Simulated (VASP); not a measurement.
# Ti (Fdd2) in VASP: relaxation of cell and atoms with PBE

Aim: the relaxation of cell and atoms of Ti with PBE.

All numbers are computed with VASP 6.6.1; they aren't measurements. Logs are shortened: lines on timing, memory, paths and dates and some standing lists are left out, and cuts for length are marked.

## Step 1: The cell of the first run

It takes space group Fdd2 (No. 43, orthorhombic). The conventional cell has a = 8.065 Å, b = 8.407 Å, c = 6.249 Å, α = 90.00°, β = 90.00°, γ = 90.00°. Ti (site symmetry 1) has 2 Ti at 2.05 to 2.11 Å within 2.7 Å. Ti (site symmetry 2) has 4 Ti at 2.05 to 2.11 Å within 2.7 Å.

The cell was generated, and may not be a known phase.

## Step 2: Relaxation of cell and atoms, PBE

INCAR

```
SYSTEM = Ti
PREC = Accurate
ENCUT = 500
EDIFF = 1E-7
ISMEAR = 0
SIGMA = 0.1
LREAL = .FALSE.
LASPH = .TRUE.
NELM = 120
ALGO = Normal
ISIF = 3
LWAVE = .FALSE.
LCHARG = .FALSE.
GGA = PE
IBRION = 2
NSW = 90
EDIFFG = -0.04
GGA_COMPAT = .FALSE.
NELMIN = 4
```

KPOINTS

```
Automatic mesh
0
G
  4 4 4
  0 0 0
```

POSCAR

```
Ti
1.0
    0.0000000000      4.2035679256      3.1246759946
    4.0326099748      0.0000000000      3.1246759946
    4.0326099748      4.2035679256      0.0000000000
Ti
6
Direct
    0.9227000000      0.5000000000      0.5000000000
    0.5000000000      0.9227000000      0.0773000000
    0.7500000000      0.1727000000      0.3273000000
    0.1727000000      0.7500000000      0.7500000000
    0.8750000000      0.8750000000      0.1250000000
    0.1250000000      0.1250000000      0.3750000000
```

Potentials or basis: VASP PAW PBE potentials, release 64 (Ti_sv).

Command:

```bash
> cat potpaw_PBE.64/Ti_sv/POTCAR > POTCAR
> mpirun -np 1 vasp_std > vasp.out
```

OUTCAR:

```text
SYSTEM = Ti
   PREC = Accurate
   ENCUT = 500
   EDIFF = 1E-7
   ISMEAR = 0
   LREAL = .FALSE.
   LASPH = .TRUE.
   NELM = 120
   ISIF = 3
   GGA = PE
   IBRION = 2
   NSW = 90
   EDIFFG = -0.04
   NELMIN = 4

 ion  position               nearest neighbor table
   1  0.923  0.500  0.500-   5 2.05   6 2.11
   2  0.500  0.923  0.077-   5 2.05   6 2.11
   3  0.750  0.173  0.327-   6 2.05   5 2.11
   4  0.173  0.750  0.750-   6 2.05   5 2.11
   5  0.875  0.875  0.125-   1 2.05   2 2.05   3 2.11   4 2.11
   6  0.125  0.125  0.375-   3 2.05   4 2.05   1 2.11   2 2.11

  LATTYP: Found a face centered orthorhombic cell.
 ALAT       =     6.2493519892
 B/A-ratio  =     1.2905690004
 C/A-ratio  =     1.3452812173

  Lattice vectors:

 A1 = (   4.0326099748,   4.2035679256,   0.0000000000)
 A2 = (   0.0000000000,   4.2035679256,   3.1246759946)
 A3 = (   4.0326099748,   0.0000000000,   3.1246759946)

Analysis of symmetry for initial positions (statically):
=====================================================================
 Subroutine PRICEL returns:
 Original cell was already a primitive cell.

 Routine SETGRP: Setting up the symmetry group for a
 face centered orthorhombic supercell.

 Subroutine GETGRP returns: Found  4 space group operations
 (whereof  2 operations were pure point group operations)
 out of a pool of  8 trial point group operations.

The static configuration has the point symmetry C_2 .
 The point group associated with its full space group is C_2v.

Analysis of symmetry for dynamics (positions and initial velocities):
=====================================================================
 Subroutine PRICEL returns:
 Original cell was already a primitive cell.

 Routine SETGRP: Setting up the symmetry group for a
 face centered orthorhombic supercell.

 Subroutine GETGRP returns: Found  4 space group operations
 (whereof  2 operations were pure point group operations)
 out of a pool of  8 trial point group operations.

The dynamic configuration has the point symmetry C_2 .
 The point group associated with its full space group is C_2v.

 Subroutine INISYM returns: Found  4 space group operations
 (whereof  2 operations are pure point group operations),
 and found     1 'primitive' translations

----------------------------------------------------------------------------------------

                                     Primitive cell

  volume of cell :     105.9350

  direct lattice vectors                    reciprocal lattice vectors
     0.000000000  4.203567926  3.124675995    -0.123989179  0.118946573  0.160016591
     4.032609975  0.000000000  3.124675995     0.123989179 -0.118946573  0.160016591
     4.032609975  4.203567926  0.000000000     0.123989179  0.118946573 -0.160016591

  length of vectors
     5.237707836  5.101523623  5.825111717     0.234791212  0.234791212  0.234791212

  position of ions in fractional coordinates (direct lattice)
     0.922700000  0.500000000  0.500000000
     0.500000000  0.922700000  0.077300000
     0.750000000  0.172700000  0.327300000
     0.172700000  0.750000000  0.750000000
     0.875000000  0.875000000  0.125000000
     0.125000000  0.125000000  0.375000000

  ion indices of the primitive-cell ions
   primitive index   ion index
                 1           1
                 2           2
                 3           3
                 4           4
                 5           5
                 6           6

----------------------------------------------------------------------------------------

 KPOINTS: Automatic mesh

Automatic generation of k-mesh.
 Grid dimensions read from file:
 generate k-points for:    4    4    4

 Generating k-lattice:

  Cartesian coordinates                     Fractional coordinates (reciprocal lattice)
    -0.030997295  0.029736643  0.040004148     0.250000000 -0.000000000 -0.000000000
     0.030997295 -0.029736643  0.040004148    -0.000000000  0.250000000  0.000000000
     0.030997295  0.029736643 -0.040004148     0.000000000  0.000000000  0.250000000

  Length of vectors
     0.058697803  0.058697803  0.058697803

  Shift w.r.t. Gamma in fractional coordinates (k-lattice)
     0.000000000  0.000000000  0.000000000

 Subroutine IBZKPT returns following result:
 ===========================================

 Found     18 irreducible k-points:

 Following reciprocal coordinates:
            Coordinates               Weight
  0.000000  0.000000  0.000000      1.000000
  0.250000  0.000000 -0.000000      8.000000
  0.500000  0.000000 -0.000000      4.000000
  0.250000  0.250000  0.000000      2.000000
  0.500000  0.250000 -0.000000      8.000000
 -0.250000  0.250000  0.000000      4.000000
[... 10 lines left out ...]
 -0.250000  0.250000  0.500000      2.000000
  0.000000  0.500000  0.500000      1.000000
   k-points           NKPTS =     18   k-points in BZ     NKDIM =     18   number of bands    NBANDS=     43
   number of dos      NEDOS =    301   number of ions     NIONS =      6
   total plane-waves  NPLWV =  67200
   dimension x,y,z NGX =    40 NGY =   40 NGZ =   42
   dimension x,y,z NGXF=    80 NGYF=   80 NGZF=   84
   ions per type =               6
   NGX,Y,Z   is equivalent  to a cutoff of  12.70, 13.04, 11.99 a.u.
   NGXF,Y,Z  is equivalent  to a cutoff of  25.39, 26.07, 23.97 a.u.
 SYSTEM =  Ti
   PREC   = accura    normal or accurate (medium, high low for compatibility)
   ISTART =      0    job   : 0-new  1-cont  2-samecut
   ICHARG =      2    charge: 1-file 2-atom 10-const
   ISPIN  =      1    spin polarized calculation?
   LNONCOLLINEAR =      F non collinear calculations
   LSORBIT =      F    spin-orbit coupling
   LASPH  =      T    aspherical Exc in radial PAW
   ENCUT  =  500.0 eV  36.75 Ry    6.06 a.u.   9.55  9.30 10.62*2*pi/ulx,y,z
   NELM   =    120;   NELMIN=  4; NELMDL= -5     # of ELM steps
   EDIFF  = 0.1E-06   stopping-criterion for ELM
   LREAL  =      F    real-space projection
   EDIFFG = -.4E-01   stopping-criterion for IOM
   NSW    =     90    number of steps for IOM
   IBRION =      2    ionic relax: 0-MD 1-quasi-New 2-CG
   NFREE  =      1    steps in history (QN), initial steepest desc. (CG)
   ISIF   =      3    stress and relaxation
   ISYM   =      2    0-nonsym 1-usesym 2-fastsym
   POTIM  = 0.5000    time-step for ionic-motion
   TEBEG  =    0.0;   TEEND  =   0.0 temperature during run
   PSTRESS=    0.0 pullay stress
   NELECT =      72.0000    total number of electrons
   NUPDOWN=      -1.0000    fix difference up-down
   EMIN   =  10.00;   EMAX   =-10.00  energy-range for DOS
   EFERMI =   0.00;   METHOD = LEGACY
   ISMEAR =     0;   SIGMA  =   0.10  broadening in eV -4-tet -1-fermi 0-gaus
   EFERMI_NEDOS =   21; number of points for ismear=-14 and -15
   IALGO  =     38    algorithm
   IMIX   =      4    mixing-type and parameters
     AMIX     =   0.40;   BMIX     =  1.00
     AMIX_MAG =   1.60;   BMIX_MAG =  1.00
  volume/ion in A,a.u.               =      17.66       119.15
  Fermi-wavevector in a.u.,A,eV,Ry     =   1.439370  2.720016 28.188376  2.071787
  Thomas-Fermi vector in A             =   2.558233
   LORBIT       =      0    0 simple, 1 ext, 2 COOP (PROOUT), +10 PAW based schemes
   GGA     = PE    functional components
   LHFCALC =     F    Hartree Fock is set to
   AEXX    =    0.0000 exact exchange contribution
   IVDW    =     0    specifies the selected vdW correction
   LEPSILON=     F    determine dielectric tensor
   LRPA    =     F    only Hartree local field effects (RPA)
 conjugate gradient relaxation of ions
 non-spin polarized calculation
 Gauss-broadening in eV      SIGMA  =   0.10
  energy-cutoff  :      500.00
  volume of cell :      105.93
 maximum number of plane-waves:      2707
 NGX is ok and might be reduce to    40
   NGX = 19   NGY = 19   NGZ = 21

--------------------------------------- Ionic step        1  -------------------------------------------

 number of electron      71.9999997 magnetization

 Free energy of the ion-electron system (eV)
  ---------------------------------------------------
  ext. energy  EPLUGINS =         0.00000000
  ---------------------------------------------------
  free energy    TOTEN  =       -36.56397207 eV

  energy without entropy =      -36.52928412  energy(sigma->0) =      -36.54662809

------------------------ aborting loop because EDIFF is reached ----------------------------------------

  FORCE on cell =-STRESS in cart. coord.  units (eV):
  Direction    XX          YY          ZZ          XY          YZ          ZX
  --------------------------------------------------------------------------------------
  -------------------------------------------------------------------------------------
  Total       20.8716819     10.9076559     -0.0226913      0.0000000      0.0000000      0.0000000
  in kB      315.6666885    164.9691501     -0.3431865      0.0000000      0.0000000      0.0000000
  external PRESSURE =     160.0975507 kB  Pullay stress =       0.0000000 kB
[... 101 lines left out ...]
  FREE ENERGIE OF THE ION-ELECTRON SYSTEM (eV)
  ---------------------------------------------------
  free  energy   TOTEN  =       -41.1472969489 eV

  energy  without entropy=      -41.0751586060  energy(sigma->0) =      -41.11122778

[... ionic steps 4 to 17 ...]

--------------------------------------- Ionic step       18  -------------------------------------------

 number of electron      72.0000001 magnetization

------------------------ aborting loop because EDIFF is reached ----------------------------------------

  FORCE on cell =-STRESS in cart. coord.  units (eV):
  Direction    XX          YY          ZZ          XY          YZ          ZX
  --------------------------------------------------------------------------------------
  -------------------------------------------------------------------------------------
  Total        0.3757021      0.2583383      0.6298606      0.0000000      0.0000000      0.0000000
  in kB        5.8731653      4.0384746      9.8462997      0.0000000      0.0000000      0.0000000
  external PRESSURE =       6.5859799 kB  Pullay stress =       0.0000000 kB
[... 65 lines left out ...]
  energy  without entropy=      -46.3213398269  energy(sigma->0) =      -46.34848595

--------------------------------------- Ionic step       20  -------------------------------------------

 number of electron      72.0000001 magnetization

 Free energy of the ion-electron system (eV)
  ---------------------------------------------------
  ext. energy  EPLUGINS =         0.00000000
  ---------------------------------------------------
  free energy    TOTEN  =       -46.37833466 eV

  energy without entropy =      -46.32385818  energy(sigma->0) =      -46.35109642

 E-fermi :   8.2961     XC(G=0): -11.5458

 val. band max:        8.2816517001   @ k =   0.5000   0.0000  -0.0000
 cond. band min:       8.3375761296   @ k =   0.2500   0.0000  -0.0000
 fundamental gap:      0.0559244295
 Fermi energy:         8.2960655740

 k-point     1 :       0.0000    0.0000    0.0000
  band No.  band energies     occupation
      1     -48.2972      2.00000
      2     -48.1558      2.00000
      3     -48.1551      2.00000
      4     -48.1543      2.00000
      5     -48.0994      2.00000
      6     -48.0991      2.00000
[... 850 lines left out ...]
  FREE ENERGIE OF THE ION-ELECTRON SYSTEM (eV)
  ---------------------------------------------------
  free  energy   TOTEN  =       -46.3783346639 eV

  energy  without entropy=      -46.3238581782  energy(sigma->0) =      -46.35109642

 reached required accuracy - stopping structural energy minimisation
```

It took 41 min on 1 thread of Oxide Virtual Turin-like, shared host; peak memory 0.25 GiB.

What came out:

* Free energy: -46.3783 eV
* Relaxed volume: 17.16 Å³/atom
* Relaxed cell: a = 5.388 Å, b = 4.954 Å, c = 6.361 Å, α = 55.19°, β = 49.02°, γ = 75.79°
* Space group after relaxing (to 0.1 Å): Fddd (No. 70)
* Energy gained by relaxing: 1635.7 meV/atom
* Ionic steps: 20
* Pressure after relaxing: 0.2 GPa
* Largest force after relaxing: 0.033 eV/Å
* Band gap on the k mesh: zero (bands 36 and 37 overlap by 0.43 eV)

Forces in eV/Å, atoms in the order of the input:
```
Ti   0.001 -0.030  0.013
Ti  -0.001  0.030  0.013
Ti   0.001  0.030  0.013
Ti  -0.001 -0.030  0.013
Ti   0.000  0.000 -0.026
Ti   0.000  0.000 -0.026
```

Step by step:
```
step  energy change (eV)  largest force (eV/Å)  pressure (GPa)  volume (Å³)
   1              0.0000                4.5160           16.01       105.93
   2             -4.5213                2.1787           -9.00       134.54
   3             -4.5833                1.9852          -10.32       137.56
   4             -7.3943                1.7299           -7.42       120.08
   5             -8.7200                1.2503            1.11       105.22
   6             -8.7468                0.9695            7.53        98.58
   7             -8.7855                1.0503            5.61       100.34
   8             -9.3924                0.4742           -0.19       104.38
   9             -9.4113                0.4648           -1.23       105.31
  10             -9.6596                0.3486            0.35       103.16
  11             -9.7546                0.1646            2.89       100.50
  12             -9.7461                0.1612           -3.34       106.58
  13             -9.7896                0.1643           -0.26       103.35
  14             -9.7992                0.1091           -0.08       103.18
  15             -9.8039                0.0881            0.13       102.96
  16             -9.8088                0.0703           -0.17       103.26
  17             -9.8100                0.0629           -0.38       103.48
  18             -9.8112                0.0490            0.66       102.49
  19             -9.8117                0.0530            0.29       102.84
  20             -9.8144                0.0328            0.19       102.93
```

Final structure:
```
Ti
1.0
     0.00000    4.74086    2.55962
     4.24120    0.00000    2.55962
     4.24120    4.74086    0.00000
Ti
6
Direct
  0.85166 0.51317 0.65354
  0.51317 0.85166 0.98163
  0.59646 0.26837 0.39834
  0.26837 0.59646 0.73683
  0.93287 0.93287 0.06713
  0.18287 0.18287 0.31713
```

Caveat: the k points lie up to 0.39 Å⁻¹ apart in the final cell.

The gap in the log of VASP goes by the Fermi energy; the results here count the filled bands.